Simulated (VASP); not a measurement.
Input of a VASP 6.6.1 run:

The input INCAR:

```
ALGO     = Normal         # electronic algorithm
EDIFF    = 1E-7           # SCF threshold, eV
ENCUT    = 520            # plane-wave cutoff, eV
GGA      = CA             # functional
ISIF     = 2              # what is computed and relaxed
ISMEAR   = 0              # smearing method
LASPH    = T              # aspherical terms in the spheres
LCHARG   = F              # write CHGCAR
LREAL    = F              # projectors in reciprocal space
LWAVE    = F              # write WAVECAR
NBANDS   = 28             # bands
NELM     = 60             # most SCF steps
PREC     = Accurate       # precision mode
SIGMA    = 0.01           # smearing width, eV
```

The input KPOINTS:

```
k-points
0
Gamma
  6 4 6
```

File POSCAR:

```
SnO
1.0
    3.2882848746      0.0000000000      0.0000000000
    0.0000000000      5.6751751992      0.0000000000
    0.0000000000      0.0000000000      3.7192248295
Sn O
2 2
Direct
    0.0000000000      0.2358616079      0.5342245109
    0.5000000000      0.7641383921      0.0342245109
    0.0000000000      0.8822637137      0.7157764891
    0.5000000000      0.1177362863      0.2157764891
```

Potentials or basis: VASP PAW LDA potentials, release 64 (Sn_d, O).

Run with:

```sh
$ cat potpaw_LDA.64/Sn_d/POTCAR potpaw_LDA.64/O/POTCAR > POTCAR
$ mpirun -np 1 vasp_std > vasp.out
```

Q: What does it give for the pressure?

A: 0.4 GPa.

Q: Estimate the largest force.

A: 0.112 eV/Å.

Q: What does it give for the band gap on the k mesh?

A: 1.37 eV (least direct gap 2.07 eV).

Forces on the atoms (eV/Å):
```
Sn   0.000  0.107  0.035
Sn   0.000 -0.107  0.035
O    0.000  0.002 -0.035
O    0.000 -0.002 -0.035
```

Caveat: spin-orbit coupling is left out, which moves the levels of the heavy elements. A k mesh can miss the band edges.
